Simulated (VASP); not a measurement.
# Li15S8 (a cell with a defect) in VASP: electric field gradients with PBE

Aim: the electric field gradients of Li15S8 (a cell with a defect) with PBE.

All numbers are computed with VASP 6.6.1; they aren't measurements. Logs are shortened: lines on timing, memory, paths and dates and some standing lists are left out, and cuts for length are marked.

**1. The cell of the first run**

The cell holds a defect, 23 atoms: a = 8.045 Å, b = 8.045 Å, c = 8.045 Å, α = 60.00°, β = 60.00°, γ = 60.00°.

**2. Electric field gradients, PBE**

INCAR

```
ALGO = Normal ; EDIFF = 1E-8
ENCUT = 650 ; GGA = PE
GGA_COMPAT = False ; ISIF = 2
ISMEAR = -1 ; LASPH = True
LCHARG = False ; LEFG = True
LREAL = False ; LWAVE = False
NBANDS = 64 ; NELECT = 94.0
NELM = 120 ; PREC = Accurate
SIGMA = 0.01
```

KPOINTS

```
k-points
0
Gamma
  3 3 3
```

POSCAR

```
Li15S8
1.0
    0.0000000000      5.6890000000      5.6890000000
    5.6890000000      0.0000000000      5.6890000000
    5.6890000000      5.6890000000      0.0000000000
Li S
15 8
Direct
    0.1250000000      0.1250000000      0.6250000000
    0.1250000000      0.6250000000      0.1250000000
    0.1250000000      0.6250000000      0.6250000000
    0.6250000000      0.1250000000      0.1250000000
    0.6250000000      0.1250000000      0.6250000000
    0.6250000000      0.6250000000      0.1250000000
    0.6250000000      0.6250000000      0.6250000000
    0.3750000000      0.3750000000      0.3750000000
    0.3750000000      0.3750000000      0.8750000000
    0.3750000000      0.8750000000      0.3750000000
    0.3750000000      0.8750000000      0.8750000000
    0.8750000000      0.3750000000      0.3750000000
    0.8750000000      0.3750000000      0.8750000000
    0.8750000000      0.8750000000      0.3750000000
    0.8750000000      0.8750000000      0.8750000000
    0.0000000000      0.0000000000      0.0000000000
    0.0000000000      0.0000000000      0.5000000000
    0.0000000000      0.5000000000      0.0000000000
    0.0000000000      0.5000000000      0.5000000000
    0.5000000000      0.0000000000      0.0000000000
    0.5000000000      0.0000000000      0.5000000000
    0.5000000000      0.5000000000      0.0000000000
    0.5000000000      0.5000000000      0.5000000000
```

Potentials or basis: VASP PAW PBE potentials, release 64 (Li_sv, S).

On the command line:

```console
cat potpaw_PBE.64/Li_sv/POTCAR potpaw_PBE.64/S/POTCAR > POTCAR
mpirun -np 1 vasp_std > vasp.out
```

OUTCAR:

```text
EDIFF = 1E-8
   ENCUT = 650
   GGA = PE
   ISIF = 2
   ISMEAR = -1
   LASPH = True
   LREAL = False
   NELECT = 94.0
   NELM = 120
   PREC = Accurate

 ion  position               nearest neighbor table
   1  0.125  0.125  0.625-  16 2.46  17 2.46  19 2.46  21 2.46
   2  0.125  0.625  0.125-  16 2.46  18 2.46  19 2.46  22 2.46
   3  0.125  0.625  0.625-  17 2.46  18 2.46  19 2.46  23 2.46
   4  0.625  0.125  0.125-  16 2.46  20 2.46  21 2.46  22 2.46
   5  0.625  0.125  0.625-  17 2.46  20 2.46  21 2.46  23 2.46
   6  0.625  0.625  0.125-  18 2.46  20 2.46  22 2.46  23 2.46
   7  0.625  0.625  0.625-  19 2.46  21 2.46  22 2.46  23 2.46
   8  0.375  0.375  0.375-  19 2.46  21 2.46  22 2.46  23 2.46
   9  0.375  0.375  0.875-  18 2.46  20 2.46  22 2.46  23 2.46
  10  0.375  0.875  0.375-  17 2.46  20 2.46  21 2.46  23 2.46
  11  0.375  0.875  0.875-  16 2.46  20 2.46  21 2.46  22 2.46
  12  0.875  0.375  0.375-  17 2.46  18 2.46  19 2.46  23 2.46
  13  0.875  0.375  0.875-  16 2.46  18 2.46  19 2.46  22 2.46
  14  0.875  0.875  0.375-  16 2.46  17 2.46  19 2.46  21 2.46
  15  0.875  0.875  0.875-  16 2.46  17 2.46  18 2.46  20 2.46
  16  0.000  0.000  0.000-   1 2.46   2 2.46   4 2.46  11 2.46  13 2.46  14 2.46  15 2.46
  17  0.000  0.000  0.500-   1 2.46   3 2.46   5 2.46  10 2.46  12 2.46  14 2.46  15 2.46
[... 6 lines left out ...]
  22  0.500  0.500  0.000-   2 2.46   4 2.46   6 2.46   7 2.46   8 2.46   9 2.46  11 2.46  13 2.46

  23  0.500  0.500  0.500-   3 2.46   5 2.46   6 2.46   7 2.46   8 2.46   9 2.46  10 2.46  12 2.46

  LATTYP: Found a face centered cubic cell.
 ALAT       =    11.3780000000

  Lattice vectors:

 A1 = (   0.0000000000,   5.6890000000,   5.6890000000)
 A2 = (   5.6890000000,   0.0000000000,   5.6890000000)
 A3 = (   5.6890000000,   5.6890000000,   0.0000000000)

Analysis of symmetry for initial positions (statically):
=====================================================================
 Subroutine PRICEL returns:
 Original cell was already a primitive cell.

 Routine SETGRP: Setting up the symmetry group for a
 face centered cubic supercell.

 Subroutine GETGRP returns: Found 24 space group operations
 (whereof  6 operations were pure point group operations)
 out of a pool of 48 trial point group operations.

The static configuration has the point symmetry C_3v.
 The point group associated with its full space group is T_d .

Analysis of symmetry for dynamics (positions and initial velocities):
=====================================================================
 Subroutine PRICEL returns:
 Original cell was already a primitive cell.

 Routine SETGRP: Setting up the symmetry group for a
 face centered cubic supercell.

 Subroutine GETGRP returns: Found 24 space group operations
 (whereof  6 operations were pure point group operations)
 out of a pool of 48 trial point group operations.

The dynamic configuration has the point symmetry C_3v.
 The point group associated with its full space group is T_d .

 Subroutine INISYM returns: Found 24 space group operations
 (whereof  6 operations are pure point group operations),
 and found     1 'primitive' translations

----------------------------------------------------------------------------------------

                                     Primitive cell

  volume of cell :     368.2458

  direct lattice vectors                    reciprocal lattice vectors
     0.000000000  5.689000000  5.689000000    -0.087888908  0.087888908  0.087888908
     5.689000000  0.000000000  5.689000000     0.087888908 -0.087888908  0.087888908
     5.689000000  5.689000000  0.000000000     0.087888908  0.087888908 -0.087888908

  length of vectors
     8.045460956  8.045460956  8.045460956     0.152228055  0.152228055  0.152228055

  position of ions in fractional coordinates (direct lattice)
     0.125000000  0.125000000  0.625000000
     0.125000000  0.625000000  0.125000000
     0.125000000  0.625000000  0.625000000
     0.625000000  0.125000000  0.125000000
     0.625000000  0.125000000  0.625000000
     0.625000000  0.625000000  0.125000000
[... 15 lines left out ...]
     0.500000000  0.500000000  0.000000000
     0.500000000  0.500000000  0.500000000

  ion indices of the primitive-cell ions
   primitive index   ion index
                 1           1
                 2           2
                 3           3
                 4           4
                 5           5
                 6           6
[... 55 lines left out ...]
   ions per type =              15   8
   NGX,Y,Z   is equivalent  to a cutoff of  14.46, 14.46, 14.46 a.u.
   NGXF,Y,Z  is equivalent  to a cutoff of  28.93, 28.93, 28.93 a.u.
 SYSTEM =  unknown system
   PREC   = accura    normal or accurate (medium, high low for compatibility)
   ISTART =      0    job   : 0-new  1-cont  2-samecut
   ICHARG =      2    charge: 1-file 2-atom 10-const
   ISPIN  =      1    spin polarized calculation?
   LNONCOLLINEAR =      F non collinear calculations
   LSORBIT =      F    spin-orbit coupling
   LASPH  =      T    aspherical Exc in radial PAW
   ENCUT  =  650.0 eV  47.77 Ry    6.91 a.u.  16.72 16.72 16.72*2*pi/ulx,y,z
   NELM   =    120;   NELMIN=  2; NELMDL= -5     # of ELM steps
   EDIFF  = 0.1E-07   stopping-criterion for ELM
   LREAL  =      F    real-space projection
   EDIFFG = 0.1E-06   stopping-criterion for IOM
   NSW    =      0    number of steps for IOM
   IBRION =     -1    ionic relax: 0-MD 1-quasi-New 2-CG
   NFREE  =      0    steps in history (QN), initial steepest desc. (CG)
   ISIF   =      2    stress and relaxation
   ISYM   =      2    0-nonsym 1-usesym 2-fastsym
   POTIM  = 0.5000    time-step for ionic-motion
   TEBEG  =    0.0;   TEEND  =   0.0 temperature during run
   PSTRESS=    0.0 pullay stress
   NELECT =      94.0000    total number of electrons
   NUPDOWN=      -1.0000    fix difference up-down
   EMIN   =  10.00;   EMAX   =-10.00  energy-range for DOS
   EFERMI =   0.00;   METHOD = LEGACY
   ISMEAR =    -1;   SIGMA  =   0.01  broadening in eV -4-tet -1-fermi 0-gaus
   EFERMI_NEDOS =   21; number of points for ismear=-14 and -15
   IALGO  =     38    algorithm
   IMIX   =      4    mixing-type and parameters
     AMIX     =   0.40;   BMIX     =  1.00
     AMIX_MAG =   1.60;   BMIX_MAG =  1.00
  volume/ion in A,a.u.               =      16.01       108.05
  Fermi-wavevector in a.u.,A,eV,Ry     =   1.038496  1.962473 14.673530  1.078474
  Thomas-Fermi vector in A             =   2.172983
   LORBIT       =      0    0 simple, 1 ext, 2 COOP (PROOUT), +10 PAW based schemes
   GGA     = PE    functional components
   LHFCALC =     F    Hartree Fock is set to
   AEXX    =    0.0000 exact exchange contribution
   IVDW    =     0    specifies the selected vdW correction
   LEPSILON=     F    determine dielectric tensor
   LRPA    =     F    only Hartree local field effects (RPA)
 non-spin polarized calculation
  energy-cutoff  :      650.00
  volume of cell :      368.25
 maximum number of plane-waves:     13908
 NGX is ok and might be reduce to    70
   NGX = 33   NGY = 33   NGZ = 33

 number of electron      93.9999986 magnetization

 Free energy of the ion-electron system (eV)
  ---------------------------------------------------
  ext. energy  EPLUGINS =         0.00000000
  ---------------------------------------------------
  free energy    TOTEN  =       -89.13571157 eV

  energy without entropy =      -89.13571157  energy(sigma->0) =      -89.13571157

 E-fermi :   1.9295     XC(G=0):  -8.4716

 val. band max:        1.6835425825   @ k =   0.0000   0.0000   0.0000
 cond. band min:       4.6802407174   @ k =   0.0000   0.0000   0.0000
 fundamental gap:      2.9966981349
 Fermi energy:         1.9295211953

 k-point     1 :       0.0000    0.0000    0.0000
  band No.  band energies     occupation
      1     -43.3995      2.00000
      2     -43.3992      2.00000
      3     -42.9817      2.00000
      4     -42.9756      2.00000
      5     -42.9756      2.00000
      6     -42.9735      2.00000
[... 237 lines left out ...]
     58       8.0973      0.00000
     59       8.2034      0.00000
 [bands above 59 left out]

------------------------ aborting loop because EDIFF is reached ----------------------------------------

  FORCE on cell =-STRESS in cart. coord.  units (eV):
  Direction    XX          YY          ZZ          XY          YZ          ZX
  --------------------------------------------------------------------------------------
  -------------------------------------------------------------------------------------
  Total        5.6396126      5.6396126      5.6396126     -0.0000000     -0.0000000      0.0000000
  in kB       24.5370335     24.5370335     24.5370335     -0.0000000     -0.0000000      0.0000000
  external PRESSURE =      24.5370335 kB  Pullay stress =       0.0000000 kB

 VOLUME and BASIS-vectors are now :
 -----------------------------------------------------------------------------
  energy-cutoff  :      650.00
  volume of cell :      368.25
      direct lattice vectors                 reciprocal lattice vectors
     0.000000000  5.689000000  5.689000000    -0.087888908  0.087888908  0.087888908
     5.689000000  0.000000000  5.689000000     0.087888908 -0.087888908  0.087888908
     5.689000000  5.689000000  0.000000000     0.087888908  0.087888908 -0.087888908

 POSITION                                       TOTAL-FORCE (eV/Angst)
 -----------------------------------------------------------------------------------
      4.26675      4.26675      1.42225        -0.000000      0.000000     -0.273121
      4.26675      1.42225      4.26675        -0.000000     -0.273121      0.000000
      7.11125      4.26675      4.26675         0.273121      0.000000      0.000000
      1.42225      4.26675      4.26675        -0.273121      0.000000      0.000000
      4.26675      7.11125      4.26675        -0.000000      0.273121      0.000000
      4.26675      4.26675      7.11125        -0.000000      0.000000      0.273121
[... 15 lines left out ...]
      2.84450      2.84450      5.68900        -0.001816     -0.001816      0.001816
      5.68900      5.68900      5.68900         0.001816      0.001816      0.001816
 -----------------------------------------------------------------------------------
    total drift:                                0.000000      0.000000     -0.000000

  FREE ENERGIE OF THE ION-ELECTRON SYSTEM (eV)
  ---------------------------------------------------
  free  energy   TOTEN  =       -89.1357115670 eV

  energy  without entropy=      -89.1357115670  energy(sigma->0) =      -89.13571157

 Electric field gradients (V/A^2)
---------------------------------------------------------------------
 ion       V_xx      V_yy      V_zz      V_xy      V_xz      V_yz
---------------------------------------------------------------------
   1       0.050     0.050    -0.101    -0.312    -0.001    -0.001
   2       0.050    -0.101     0.050    -0.001    -0.312    -0.001
   3      -0.100     0.050     0.050    -0.001    -0.001     0.310
   4      -0.101     0.050     0.050    -0.001    -0.001    -0.312
   5       0.050    -0.100     0.050    -0.001     0.310    -0.001
   6       0.050     0.050    -0.100     0.310    -0.001    -0.001
[... 15 lines left out ...]
  22       0.000     0.000    -0.000     3.836    -3.836    -3.836
  23      -0.000     0.000    -0.000     3.836     3.836     3.836
---------------------------------------------------------------------

 Electric field gradients after diagonalization (V/A^2)
 (convention: |V_zz| > |V_xx| > |V_yy|)
----------------------------------------------------------------------
 ion       V_xx      V_yy      V_zz     asymmetry (V_yy - V_xx)/ V_zz
----------------------------------------------------------------------
   1      -0.262    -0.101     0.362       0.443
   2      -0.262    -0.101     0.362       0.443
   3      -0.260    -0.100     0.360       0.442
   4      -0.262    -0.101     0.362       0.443
   5      -0.260    -0.100     0.360       0.442
   6      -0.260    -0.100     0.360       0.442
[... 15 lines left out ...]
  22      -3.836    -3.836     7.672       0.000
  23      -3.836    -3.836     7.671       0.000
----------------------------------------------------------------------

           NMR quadrupolar parameters

 Cq : quadrupolar parameter    Cq=e*Q*V_zz/h
 eta: asymmetry parameters     (V_yy - V_xx)/ V_zz
 Q  : nuclear electric quadrupole moment in mb (millibarn)
----------------------------------------------------------------------
 ion       Cq(MHz)       eta       Q (mb)
----------------------------------------------------------------------
   1       0.001       0.443       1.000
   2       0.001       0.443       1.000
   3       0.001       0.442       1.000
   4       0.001       0.443       1.000
   5       0.001       0.442       1.000
   6       0.001       0.442       1.000
[... 15 lines left out ...]
  22       0.019       0.000       1.000
  23       0.019       0.000       1.000
----------------------------------------------------------------------
```

Run time: 5.9 min. Hardware: 1 thread of Intel Xeon Platinum 8259CL at 2.50GHz (Skylake/Cascade Lake), shared host; peak memory 0.66 GiB.

Results:

| Item | Value |
| --- | --- |
| Free energy | -89.1357 eV |
| Largest force | 0.461 eV/Å |

Forces in eV/Å, atoms in the order of the input:
```
Li   0.000  0.000 -0.273
Li   0.000 -0.273  0.000
Li   0.273  0.000  0.000
Li  -0.273  0.000  0.000
Li   0.000  0.273  0.000
Li   0.000  0.000  0.273
Li   0.000  0.000  0.000
Li   0.000  0.000  0.000
Li   0.000  0.000 -0.461
Li   0.000 -0.461  0.000
Li   0.461  0.000  0.000
Li  -0.461  0.000  0.000
Li   0.000  0.461  0.000
Li   0.000  0.000  0.461
Li   0.000  0.000  0.000
S   -0.199 -0.199 -0.199
S    0.199  0.199 -0.199
S    0.199 -0.199  0.199
S    0.002 -0.002 -0.002
S   -0.199  0.199  0.199
S   -0.002  0.002 -0.002
S   -0.002 -0.002  0.002
S    0.002  0.002  0.002
```

Electric field gradients, principal values (V/Å²):
```tsv
atom	least	middle	greatest (by size)
1 Li	-0.101	-0.262	0.362
2 Li	-0.101	-0.262	0.362
3 Li	-0.100	-0.260	0.360
4 Li	-0.101	-0.262	0.362
5 Li	-0.100	-0.260	0.360
6 Li	-0.100	-0.260	0.360
7 Li	0.001	0.001	-0.002
8 Li	0.001	0.001	-0.002
9 Li	-0.159	-0.238	0.397
10 Li	-0.159	-0.238	0.397
11 Li	-0.161	-0.238	0.399
12 Li	-0.159	-0.238	0.397
13 Li	-0.161	-0.238	0.399
14 Li	-0.161	-0.238	0.399
15 Li	0.001	0.001	-0.002
16 S	14.910	14.910	-29.820
17 S	14.909	14.910	-29.819
18 S	14.909	14.910	-29.819
19 S	-3.836	-3.836	7.672
20 S	14.909	14.910	-29.819
21 S	-3.836	-3.836	7.672
22 S	-3.836	-3.836	7.672
23 S	-3.836	-3.836	7.671
```

Caveat: the cell carries a net charge on a neutralising background, which shifts energy and pressure; the cell is charged against a uniform background, so pressure and absolute levels hang on convention; without QUAD_EFG the Cq values of the log hold for a quadrupole moment of 1 mb, not for the nuclei.
